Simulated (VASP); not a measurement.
# LiRu (Fd-3m) in VASP: a series of runs

The runs below take LiRu through single point, relaxation of cell and atoms, with PBE.

Program: VASP 6.6.1. These are calculated values, not measurements. Logs are shortened: lines on timing, memory, paths and dates and some standing lists are left out, and cuts for length are marked.

### Step 1. The cell of the first run

It takes space group Fd-3m (No. 227, cubic). Conventional cell: a = 5.703 Å, b = 5.703 Å, c = 5.703 Å, α = 90.00°, β = 90.00°, γ = 90.00°. Within 3.3 Å of Li (site symmetry -43m) lie 4 Li at 2.47 Å and 10 Ru at 2.47 to 2.85 Å. Ru (site symmetry -43m) has 10 Li at 2.47 to 2.85 Å and 4 Ru at 2.47 Å within 3.3 Å.

### Step 2. Single point, PBE (11.59 Å³/atom)

File INCAR:

```
SYSTEM = LiRu
  PREC = Accurate
  ENCUT = 520
  EDIFF = 1E-6
  ISMEAR = 0
  SIGMA = 0.1
  LREAL = .FALSE.
  LASPH = .TRUE.
  NELM = 80
  ALGO = Normal
  ISIF = 2
  LWAVE = .FALSE.
  LCHARG = .FALSE.
  GGA = PE
  NBANDS = 25
```

File KPOINTS:

```
Automatic mesh
0
G
  14 14 14
  0 0 0
```

File POSCAR:

```
LiRu
1.0
    0.0000000000      2.8514600424      2.8514600424
    2.8514600424      0.0000000000      2.8514600424
    2.8514600424      2.8514600424      0.0000000000
Li Ru
2 2
Direct
    0.7500000000      0.7500000000      0.7500000000
    0.5000000000      0.5000000000      0.5000000000
    0.2500000000      0.2500000000      0.2500000000
    0.0000000000      0.0000000000      0.0000000000
```

Potentials or basis: VASP PAW PBE potentials, release 64 (Li_sv, Ru_pv).

Launch:

```console
cat potpaw_PBE.64/Li_sv/POTCAR potpaw_PBE.64/Ru_pv/POTCAR > POTCAR
mpirun -np 1 vasp_std > vasp.out
```

OUTCAR:

```text
SYSTEM = LiRu
   PREC = Accurate
   ENCUT = 520
   EDIFF = 1E-6
   ISMEAR = 0
   LREAL = .FALSE.
   LASPH = .TRUE.
   NELM = 80
   ISIF = 2
   GGA = PE

 ion  position               nearest neighbor table
   1  0.750  0.750  0.750-   2 2.47   4 2.47   2 2.47   2 2.47   2 2.47   4 2.47   4 2.47   4 2.47
                             3 2.85   3 2.85   3 2.85   3 2.85   3 2.85   3 2.85
   2  0.500  0.500  0.500-   1 2.47   3 2.47   3 2.47   3 2.47   3 2.47   1 2.47   1 2.47   1 2.47
                             4 2.85   4 2.85   4 2.85   4 2.85   4 2.85   4 2.85
   3  0.250  0.250  0.250-   2 2.47   4 2.47   4 2.47   4 2.47   4 2.47   2 2.47   2 2.47   2 2.47
                             1 2.85   1 2.85   1 2.85   1 2.85   1 2.85   1 2.85
   4  0.000  0.000  0.000-   1 2.47   3 2.47   1 2.47   1 2.47   1 2.47   3 2.47   3 2.47   3 2.47
                             2 2.85   2 2.85   2 2.85   2 2.85   2 2.85   2 2.85

  LATTYP: Found a face centered cubic cell.
 ALAT       =     5.7029200848

  Lattice vectors:

 A1 = (   0.0000000000,   2.8514600424,   2.8514600424)
 A2 = (   2.8514600424,   0.0000000000,   2.8514600424)
 A3 = (   2.8514600424,   2.8514600424,   0.0000000000)

Analysis of symmetry for initial positions (statically):
=====================================================================
 Subroutine PRICEL returns:
 Original cell was already a primitive cell.

 Routine SETGRP: Setting up the symmetry group for a
 face centered cubic supercell.

 Subroutine GETGRP returns: Found 48 space group operations
 (whereof 24 operations were pure point group operations)
 out of a pool of 48 trial point group operations.

The static configuration has the point symmetry T_d .
 The point group associated with its full space group is O_h .

Analysis of symmetry for dynamics (positions and initial velocities):
=====================================================================
 Subroutine PRICEL returns:
 Original cell was already a primitive cell.

 Routine SETGRP: Setting up the symmetry group for a
 face centered cubic supercell.

 Subroutine GETGRP returns: Found 48 space group operations
 (whereof 24 operations were pure point group operations)
 out of a pool of 48 trial point group operations.

The dynamic configuration has the point symmetry T_d .
 The point group associated with its full space group is O_h .

 Subroutine INISYM returns: Found 48 space group operations
 (whereof 24 operations are pure point group operations),
 and found     1 'primitive' translations

----------------------------------------------------------------------------------------

                                     Primitive cell

  volume of cell :      46.3694

[... 91 lines left out ...]
   NELM   =     80;   NELMIN=  2; NELMDL= -5     # of ELM steps
   EDIFF  = 0.1E-05   stopping-criterion for ELM
   LREAL  =      F    real-space projection
   EDIFFG = 0.1E-04   stopping-criterion for IOM
   NSW    =      0    number of steps for IOM
   IBRION =     -1    ionic relax: 0-MD 1-quasi-New 2-CG
   NFREE  =      0    steps in history (QN), initial steepest desc. (CG)
   ISIF   =      2    stress and relaxation
   ISYM   =      2    0-nonsym 1-usesym 2-fastsym
   POTIM  = 0.5000    time-step for ionic-motion
   TEBEG  =    0.0;   TEEND  =   0.0 temperature during run
   PSTRESS=    0.0 pullay stress
   NELECT =      34.0000    total number of electrons
   NUPDOWN=      -1.0000    fix difference up-down
   EMIN   =  10.00;   EMAX   =-10.00  energy-range for DOS
   EFERMI =   0.00;   METHOD = LEGACY
   ISMEAR =     0;   SIGMA  =   0.10  broadening in eV -4-tet -1-fermi 0-gaus
   EFERMI_NEDOS =   21; number of points for ismear=-14 and -15
   IALGO  =     38    algorithm
   IMIX   =      4    mixing-type and parameters
     AMIX     =   0.40;   BMIX     =  1.00
     AMIX_MAG =   1.60;   BMIX_MAG =  1.00
  volume/ion in A,a.u.               =      11.59        78.23
  Fermi-wavevector in a.u.,A,eV,Ry     =   1.476241  2.789690 29.650995  2.179287
  Thomas-Fermi vector in A             =   2.590792
   LORBIT       =      0    0 simple, 1 ext, 2 COOP (PROOUT), +10 PAW based schemes
   GGA     = PE    functional components
   LHFCALC =     F    Hartree Fock is set to
   AEXX    =    0.0000 exact exchange contribution
   IVDW    =     0    specifies the selected vdW correction
   LEPSILON=     F    determine dielectric tensor
   LRPA    =     F    only Hartree local field effects (RPA)
 non-spin polarized calculation
 Gauss-broadening in eV      SIGMA  =   0.10
  energy-cutoff  :      520.00
  volume of cell :       46.37
 maximum number of plane-waves:      1268
 NGX is ok and might be reduce to    30
   NGX = 15   NGY = 15   NGZ = 15

 number of electron      33.9999993 magnetization

 Free energy of the ion-electron system (eV)
  ---------------------------------------------------
  ext. energy  EPLUGINS =         0.00000000
  ---------------------------------------------------
  free energy    TOTEN  =       -21.69065683 eV

  energy without entropy =      -21.68102837  energy(sigma->0) =      -21.68584260

 E-fermi :   8.6607     XC(G=0): -12.0590

 val. band max:        8.6441008706   @ k =   0.2857   0.2857   0.0000
 cond. band min:       8.6636845050   @ k =   0.3571   0.2857   0.0714
 fundamental gap:      0.0195836344
 Fermi energy:         8.6607110407

 k-point     1 :       0.0000    0.0000    0.0000
  band No.  band energies     occupation
      1     -36.2753      2.00000
      2     -36.1505      2.00000
      3     -34.4488      2.00000
      4     -34.4488      2.00000
      5     -34.4488      2.00000
      6     -33.8492      2.00000
[... 661 lines left out ...]
     24      17.9922      0.00000
     25      18.2277      0.00000

 [... further k-points ...]
[... 5 lines left out ...]
  --------------------------------------------------------------------------------------
  -------------------------------------------------------------------------------------
  Total        4.5263726      4.5263726      4.5263726      0.0000000      0.0000000      0.0000000
  in kB      156.3972166    156.3972166    156.3972166      0.0000000      0.0000000      0.0000000
  external PRESSURE =     156.3972166 kB  Pullay stress =       0.0000000 kB

 VOLUME and BASIS-vectors are now :
 -----------------------------------------------------------------------------
  energy-cutoff  :      520.00
  volume of cell :       46.37
      direct lattice vectors                 reciprocal lattice vectors
     0.000000000  2.851460042  2.851460042    -0.175348766  0.175348766  0.175348766
     2.851460042  0.000000000  2.851460042     0.175348766 -0.175348766  0.175348766
     2.851460042  2.851460042  0.000000000     0.175348766  0.175348766 -0.175348766

 POSITION                                       TOTAL-FORCE (eV/Angst)
 -----------------------------------------------------------------------------------
      4.27719      4.27719      4.27719         0.000000     -0.000000     -0.000000
      2.85146      2.85146      2.85146         0.000000     -0.000000      0.000000
      1.42573      1.42573      1.42573        -0.000000      0.000000      0.000000
      0.00000      0.00000      0.00000         0.000000     -0.000000     -0.000000
 -----------------------------------------------------------------------------------
    total drift:                                0.000000     -0.000000      0.000000

  FREE ENERGIE OF THE ION-ELECTRON SYSTEM (eV)
  ---------------------------------------------------
  free  energy   TOTEN  =       -21.6906568318 eV

  energy  without entropy=      -21.6810283706  energy(sigma->0) =      -21.68584260
```

stdout:

```text
POSCAR found type information on POSCAR LiRu
 POSCAR found :  2 types and       4 ions
 scaLAPACK will be used
 LDA part: xc-table for (Slater+PW92), standard interpolation
 POSCAR, INCAR and KPOINTS ok, starting setup
 FFT: planning ... GRIDC
 FFT: planning ... GRID_SOFT
 FFT: planning ... GRID
 WAVECAR not read
 entering main loop
```

It took 62 s on 1 thread of Intel Xeon Platinum 8488C (Sapphire Rapids), shared host; peak memory 0.23 GiB.

Results:

```
Free energy            : -21.6907 eV
Band gap on the k mesh : zero (bands 17 and 18 overlap by 1.43 eV)
```

Caveat: the cutoff is under 1.25 times the usual one of these potentials, so pressure, stress and relaxed cells hold a basis-set (Pulay) error.

### Step 3. Relaxation of cell and atoms, PBE

This run uses another cell than the first one, of 12.74 Å³/atom.

File INCAR:

```
PREC = Accurate
ENCUT = 600
EDIFF = 1E-6
ISMEAR = 0
SIGMA = 0.1
LREAL = F
LASPH = T
NELM = 100
ALGO = Fast
ISIF = 3
LWAVE = F
LCHARG = F
GGA = PE
IBRION = 2
NSW = 100
EDIFFG = -0.01
```

File KPOINTS:

```
regular mesh
0
Gamma
  14 14 14
```

File POSCAR:

```
LiRu
1.0
    0.0000000000      2.9425249869      2.9425249869
    2.9425249869      0.0000000000      2.9425249869
    2.9425249869      2.9425249869      0.0000000000
Li Ru
2 2
Direct
    0.7500000000      0.7500000000      0.7500000000
    0.5000000000      0.5000000000      0.5000000000
    0.2500000000      0.2500000000      0.2500000000
    0.0000000000      0.0000000000      0.0000000000
```

Potentials or basis: VASP PAW PBE potentials, release 64 (Li_sv, Ru_pv).

Launch:

```console
cat potpaw_PBE.64/Li_sv/POTCAR potpaw_PBE.64/Ru_pv/POTCAR > POTCAR
mpirun -np 1 vasp_std > vasp.out
```

Wall time 2.8 min (1 thread of Intel Xeon Platinum 8488C (Sapphire Rapids), shared host); peak memory 0.29 GiB.

It converged, with:

| Quantity | Value |
| --- | --- |
| Free energy | -21.9011 eV |
| Relaxed volume | 12.72 Å³/atom |
| Relaxed cell | a = 4.159 Å, b = 4.159 Å, c = 4.159 Å, α = 60.00°, β = 60.00°, γ = 60.00° |
| Space group after relaxing (to 0.1 Å) | Fd-3m (No. 227) |
| Energy gained by relaxing | 0.0 meV/atom |
| Ionic steps | 2 |
| Pressure after relaxing | 0.0 GPa |
| Band gap on the k mesh | zero (bands 17 and 18 overlap by 1.26 eV) |

Final structure:
```yaml
crystal:
  lattice:
    - [0.00000, 2.94105, 2.94105]
    - [2.94105, 0.00000, 2.94105]
    - [2.94105, 2.94105, 0.00000]
  atoms:
    - { symbol: Li, position: [0.75000, 0.75000, 0.75000] }
    - { symbol: Li, position: [0.50000, 0.50000, 0.50000] }
    - { symbol: Ru, position: [0.25000, 0.25000, 0.25000] }
    - { symbol: Ru, position: [0.00000, 0.00000, 0.00000] }
```

Levels at points of the mesh, in eV from the Fermi level:
```tsv
k point	band 13	band 14	band 15	band 16	band 17	band 18	band 19	band 20	band 21
(0.00, 0.00, 0.00)	-3.19	-3.19	-1.44	-1.44	-1.44	0.89	0.89	6.87	6.87
(0.50, 0.00, 0.00)	-3.15	-3.15	-1.44	-0.45	-0.45	0.36	0.36	1.06	6.29
(0.50, 0.50, 0.00)	-2.56	-2.56	-1.43	-1.43	0.55	0.55	1.08	1.08	1.66
```

Caveat: the cutoff is under 1.25 times the usual one of these potentials, so pressure, stress and relaxed cells hold a basis-set (Pulay) error.
